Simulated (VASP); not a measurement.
# BeS (I-4m2) in VASP: G0W0 quasiparticle levels with PBE

Aim: the G0W0 quasiparticle levels of BeS with PBE.

Everything below comes from runs of VASP 6.6.1. Logs are shortened: lines on timing, memory, paths and dates and some standing lists are left out, and cuts for length are marked.

### Step 1. The cell of the first run

The structure is tetragonal, space group I-4m2 (No. 119). The conventional cell has a = 3.443 Å, b = 3.443 Å, c = 4.747 Å, α = 90.00°, β = 90.00°, γ = 90.00°. Be (site symmetry -4m2) has 4 S at 2.09 Å within 2.8 Å. Within 2.8 Å of S (site symmetry -4m2) lie 4 Be at 2.09 Å.

### Step 2. G0W0 quasiparticle levels, PBE

Contents of POSCAR:

```
BeS
1.0
    0.0000000000      2.4343062282      2.4343062282
    2.3734485725      0.0000000000      2.4343062282
    2.3734485725      2.4343062282      0.0000000000
Be S
1 1
Direct
    0.0000000000      0.0000000000      0.0000000000
    0.2500000000      0.2500000000      0.2500000000
```

Contents of INCAR.step1:

```
SYSTEM = BeS
  PREC = Accurate
  ENCUT = 500
  EDIFF = 1E-8
  ISMEAR = 0
  SIGMA = 0.01
  LREAL = .FALSE.
  LASPH = .TRUE.
  NELM = 60
  ALGO = Normal
  LWAVE = .TRUE.
  LCHARG = .FALSE.
  GGA = PE
```

Contents of INCAR.step2:

```
SYSTEM = BeS
  PREC = Accurate
  ENCUT = 500
  EDIFF = 1E-8
  ISMEAR = 0
  SIGMA = 0.01
  LREAL = .FALSE.
  LASPH = .TRUE.
  NELM = 1
  ALGO = Exact
  LWAVE = .TRUE.
  LCHARG = .FALSE.
  GGA = PE
  NBANDS = 121
  LOPTICS = .TRUE.
  ISTART = 1
```

Contents of INCAR.step3:

```
SYSTEM = BeS
  PREC = Accurate
  ENCUT = 500
  EDIFF = 1E-8
  ISMEAR = 0
  SIGMA = 0.01
  LREAL = .FALSE.
  LASPH = .TRUE.
  ALGO = EVGW0
  LWAVE = .FALSE.
  LCHARG = .FALSE.
  GGA = PE
  NELMGW = 1
  NBANDS = 121
  ENCUTGW = 150.0
  NOMEGA = 96
  PRECFOCK = Fast
  ISTART = 1
  NBANDSGW = 12
  OMEGAMAX = 20
```

Contents of KPOINTS:

```
Automatic mesh
0
G
  6 6 6
  0 0 0
```

Potentials or basis: VASP PAW PBE potentials, release 64 (Be_GW, S_GW).

Started as:

```
$ cat potpaw_PBE.64/Be_GW/POTCAR potpaw_PBE.64/S_GW/POTCAR > POTCAR
$ cp INCAR.step1 INCAR
$ mpirun -np 1 vasp_std > vasp.out
$ cp INCAR.step2 INCAR
$ mpirun -np 1 vasp_std > vasp.out
$ cp INCAR.step3 INCAR
$ mpirun -np 1 vasp_std > vasp.out
```

OUTCAR:

```text
SYSTEM = BeS
   PREC = Accurate
   ENCUT = 500
   EDIFF = 1E-8
   ISMEAR = 0
   LREAL = .FALSE.
   LASPH = .TRUE.
   GGA = PE
   NELMGW = 1
   ENCUTGW = 150.0
   PRECFOCK = Fast
   ISTART = 1

 ion  position               nearest neighbor table
   1  0.000  0.000  0.000-   2 2.09   2 2.09   2 2.09   2 2.09
   2  0.250  0.250  0.250-   1 2.09   1 2.09   1 2.09   1 2.09

  LATTYP: Found a body centered tetragonal cell.
 ALAT       =     3.4426288829
 C/A-ratio  =     1.3788582233

  Lattice vectors:

 A1 = (  -2.3734485725,   0.0000000000,  -2.4343062282)
 A2 = (  -2.3734485725,   0.0000000000,   2.4343062282)
 A3 = (   2.3734485725,   2.4343062282,   0.0000000000)

Analysis of symmetry for initial positions (statically):
=====================================================================
 Subroutine PRICEL returns:
 Original cell was already a primitive cell.

 Routine SETGRP: Setting up the symmetry group for a
 body centered tetragonal supercell.

 Subroutine GETGRP returns: Found  8 space group operations
 (whereof  8 operations were pure point group operations)
 out of a pool of 16 trial point group operations.

The static configuration has the point symmetry D_2d.

Analysis of symmetry for dynamics (positions and initial velocities):
=====================================================================
 Subroutine PRICEL returns:
 Original cell was already a primitive cell.

 Routine SETGRP: Setting up the symmetry group for a
 body centered tetragonal supercell.

 Subroutine GETGRP returns: Found  8 space group operations
 (whereof  8 operations were pure point group operations)
 out of a pool of 16 trial point group operations.

The dynamic configuration has the point symmetry D_2d.

 Subroutine INISYM returns: Found  8 space group operations
 (whereof  8 operations are pure point group operations),
 and found     1 'primitive' translations

----------------------------------------------------------------------------------------

                                     Primitive cell

  volume of cell :      28.1294

  direct lattice vectors                    reciprocal lattice vectors
     0.000000000  2.434306228  2.434306228    -0.210663928  0.205397330  0.205397330
     2.373448573  0.000000000  2.434306228     0.210663928 -0.205397330  0.205397330
     2.373448573  2.434306228  0.000000000     0.210663928  0.205397330 -0.205397330

  length of vectors
     3.442628883  3.399868371  3.399868371     0.358825051  0.358825051  0.358825051

  position of ions in fractional coordinates (direct lattice)
     0.000000000  0.000000000  0.000000000
     0.250000000  0.250000000  0.250000000

  ion indices of the primitive-cell ions
   primitive index   ion index
                 1           1
                 2           2

----------------------------------------------------------------------------------------

 KPOINTS: Automatic mesh

Automatic generation of k-mesh.
 Grid dimensions read from file:
 generate k-points for:    6    6    6

 Generating k-lattice:

  Cartesian coordinates                     Fractional coordinates (reciprocal lattice)
    -0.035110655  0.034232888  0.034232888     0.166666667 -0.000000000 -0.000000000
     0.035110655 -0.034232888  0.034232888     0.000000000  0.166666667  0.000000000
     0.035110655  0.034232888 -0.034232888     0.000000000  0.000000000  0.166666667

  Length of vectors
     0.059804175  0.059804175  0.059804175

  Shift w.r.t. Gamma in fractional coordinates (k-lattice)
     0.000000000  0.000000000  0.000000000

 Subroutine IBZKPT returns following result:
 ===========================================

 Found     30 irreducible k-points:

 Following reciprocal coordinates:
            Coordinates               Weight
  0.000000  0.000000  0.000000      1.000000
  0.166667 -0.000000 -0.000000      8.000000
  0.333333 -0.000000 -0.000000      8.000000
  0.500000  0.000000  0.000000      4.000000
  0.166667  0.166667  0.000000      4.000000
  0.333333  0.166667 -0.000000     16.000000
[... 16 lines left out ...]
 -0.333333  0.500000  0.166667      4.000000
  0.333333 -0.333333  0.166667      8.000000
 [... further k-points ...]
   k-points           NKPTS =     30   k-points in BZ     NKDIM =    216   number of bands    NBANDS=    121
   number of dos      NEDOS =    301   number of ions     NIONS =      2
   total plane-waves  NPLWV =  21952
   dimension x,y,z NGX =    28 NGY =   28 NGZ =   28
   dimension x,y,z NGXF=    56 NGYF=   56 NGZF=   56
   ions per type =               1   1
   NGX,Y,Z   is equivalent  to a cutoff of  13.52, 13.69, 13.69 a.u.
   NGXF,Y,Z  is equivalent  to a cutoff of  27.04, 27.38, 27.38 a.u.
 SYSTEM =  BeS
   PREC   = accura    normal or accurate (medium, high low for compatibility)
   ISTART =      1    job   : 0-new  1-cont  2-samecut
   ICHARG =      0    charge: 1-file 2-atom 10-const
   ISPIN  =      1    spin polarized calculation?
   LNONCOLLINEAR =      F non collinear calculations
   LSORBIT =      F    spin-orbit coupling
   LASPH  =      T    aspherical Exc in radial PAW
   ENCUT  =  500.0 eV  36.75 Ry    6.06 a.u.   6.28  6.20  6.20*2*pi/ulx,y,z
   NELM   =     60;   NELMIN=  2; NELMDL=  0     # of ELM steps
   EDIFF  = 0.1E-07   stopping-criterion for ELM
   LREAL  =      F    real-space projection
   EDIFFG = 0.1E-06   stopping-criterion for IOM
   NSW    =      0    number of steps for IOM
   IBRION =     -1    ionic relax: 0-MD 1-quasi-New 2-CG
   NFREE  =      0    steps in history (QN), initial steepest desc. (CG)
   ISIF   =      0    stress and relaxation
   ISYM   =      3    0-nonsym 1-usesym 2-fastsym
   POTIM  = 0.5000    time-step for ionic-motion
   TEBEG  =    0.0;   TEEND  =   0.0 temperature during run
   PSTRESS=    0.0 pullay stress
   NELECT =       8.0000    total number of electrons
   NUPDOWN=      -1.0000    fix difference up-down
   EMIN   =  10.00;   EMAX   =-10.00  energy-range for DOS
   EFERMI =   0.00;   METHOD = LEGACY
   ISMEAR =     0;   SIGMA  =   0.01  broadening in eV -4-tet -1-fermi 0-gaus
   EFERMI_NEDOS =   21; number of points for ismear=-14 and -15
   IALGO  =     38    algorithm
   IMIX   =      4    mixing-type and parameters
     AMIX     =   0.40;   BMIX     =  1.00
     AMIX_MAG =   1.60;   BMIX_MAG =  1.00
  volume/ion in A,a.u.               =      14.06        94.91
  Fermi-wavevector in a.u.,A,eV,Ry     =   1.076593  2.034465 15.769856  1.159052
  Thomas-Fermi vector in A             =   2.212481
   LORBIT       =      0    0 simple, 1 ext, 2 COOP (PROOUT), +10 PAW based schemes
   GGA     = PE    functional components
   LHFCALC =     T    Hartree Fock is set to
   PRECFOCK=fast      Normal, Fast or Accurate (Low or Medium for compatibility)
   ENCUT4O =  -1.0   cutoff for four orbital integrals eV
   NKREDX  =     1    reduce k-point grid by
   NKREDY  =     1    reduce k-point grid by
   NKREDZ  =     1    reduce k-point grid by
   AEXX    =    1.0000 exact exchange contribution
   HFSCREEN=    0.0000 screening length (either q_TF or 0.3 A-1)
   HFSCREENC=   0.0000 screening length for correlation (either q_TF or 0.3 A-1)
   ENCUTFOCK=  -1.0 apply spherical cutoff to Coloumb kernel
   IVDW    =     0    specifies the selected vdW correction
   LEPSILON=     F    determine dielectric tensor
   LRPA    =     F    only Hartree local field effects (RPA)
   LRPAFORCE           =     F    calculate RPA forces
   ENCUTGW             = 150.0    cutoff for response function in eV
   ENCUTGWSOFT         = 120.0    soft cutoff for Coulomb kernel in GW response function in eV
   ENCUTLF             =  -1.0    cutoff for local field effects
   NELMGW              =     1    number of iterations in solving QP/BSE equation
   NELMHF              =     1    number of iterations in the inner HF iteration
   NKREDLFX            =     1    NKREDLFY  =   1   NKREDLFZ  =   1
 non-spin polarized calculation
 Gauss-broadening in eV      SIGMA  =   0.01
  energy-cutoff  :      500.00
  volume of cell :       28.13
 maximum number of plane-waves:       740
 NGX is ok and might be reduce to    28
  NGX = 14; NGY = 14; NGZ = 14
   NGX = 13   NGY = 13   NGZ = 13
 maximum number of plane-waves:       125
 NGX is ok and might be reduce to    14

 QP shifts <psi_nk| G(iteration)W_0 |psi_nk>: iteration 1
 for sc-GW calculations column KS-energies equals QP-energies in previous step
 and V_xc(KS)=  KS-energies - (<T + V_ion + V_H > + <T+V_H+V_ion>^1  + <V_x>^1)

 k-point   1 :       0.0000    0.0000    0.0000
  band No.  KS-energies  QP-energies   sigma(KS)   V_xc(KS)     V^pw_x(r,r')   Z            occupation Imag(sigma)

      1      -9.8600     -10.7978     -14.1161     -12.8147     -21.3802       0.7206       2.0000       1.4566
      2       3.8879       2.9109     -14.9861     -13.7500     -16.4948       0.7904       2.0000       0.0258
      3       3.8879       2.9109     -14.9861     -13.7500     -16.4948       0.7904       2.0000       0.0258
      4       4.0185       3.0454     -14.9957     -13.7634     -16.4887       0.7896       2.0000       0.0255
      5       9.5546      10.2871      -9.6650     -10.5807      -5.3191       0.7999       0.0000      -0.0559
      6       9.5887      10.3172      -9.7290     -10.6394      -5.3962       0.8002       0.0000      -0.0556
      7       9.5887      10.3172      -9.7290     -10.6394      -5.3962       0.8002       0.0000      -0.0556
      8       9.9286      10.3930      -9.9201     -10.5013      -5.3687       0.7991       0.0000      -0.0600
      9      16.3308      17.1144     -10.4641     -11.4802      -5.0329       0.7712       0.0000      -0.1540
     10      16.8515      17.6393     -10.5412     -11.5682      -4.9888       0.7671       0.0000      -0.1817
     11      18.9304      18.9231      -8.6491      -8.6394      -2.3791       0.7527       0.0000      -0.4067
     12      20.2822      20.4019      -8.5873      -8.7391      -2.3016       0.7885       0.0000      -0.5906

 k-point   2 :       0.1667   -0.0000   -0.0000
  band No.  KS-energies  QP-energies   sigma(KS)   V_xc(KS)     V^pw_x(r,r')   Z            occupation Imag(sigma)
[... 353 lines left out ...]
      1      -7.7916      -8.5414     -14.8776     -13.8396     -21.5760       0.7223       2.0000       1.0259
      2      -1.0211      -2.2806     -13.2683     -11.5732     -16.3441       0.7430       2.0000       0.0793
      3       0.4021      -0.7997     -13.7137     -12.1345     -16.2674       0.7610       2.0000       0.0549
      4       1.5100       0.4003     -13.7851     -12.3484     -15.9053       0.7724       2.0000       0.0402
      5      10.2384      10.7358      -9.7978     -10.4191      -5.4553       0.8008       0.0000      -0.0598
      6      11.2273      11.8652      -9.8188     -10.6250      -5.0891       0.7914       0.0000      -0.0683
      7      13.5532      14.3180     -10.8196     -11.8252      -5.4069       0.7606       0.0000      -0.1021
      8      14.4179      15.0268      -9.7568     -10.5510      -4.3697       0.7667       0.0000      -0.1158
      9      14.9591      15.6599     -10.2671     -11.1961      -4.6089       0.7544       0.0000      -0.1422
     10      19.0338      19.8140     -10.8365     -11.8774      -4.3073       0.7496       0.0000      -0.4105
     11      20.0718      20.6065     -10.3704     -11.0743      -3.7942       0.7595       0.0000      -0.5282
     12      22.4461      22.7680      -9.0326      -9.4479      -2.5978       0.7753       0.0000      -0.6685

 [... further k-points ...]
```

It took 5.4 min on 1 thread of Intel Xeon 6975P-C (Granite Rapids), shared host; peak memory 0.67 GiB.

Results:

```
Quasiparticle gap                                   : 4.17 eV
Least direct quasiparticle gap                      : 7.22 eV
Band gap of the starting levels on the mesh         : 2.86 eV
Least direct gap of the starting levels on the mesh : 5.54 eV
```

Caveat: the k points lie up to 0.38 Å⁻¹ apart; bands, screening cutoff and mesh are small and nothing is extrapolated, so the quasiparticle values aren't converged.
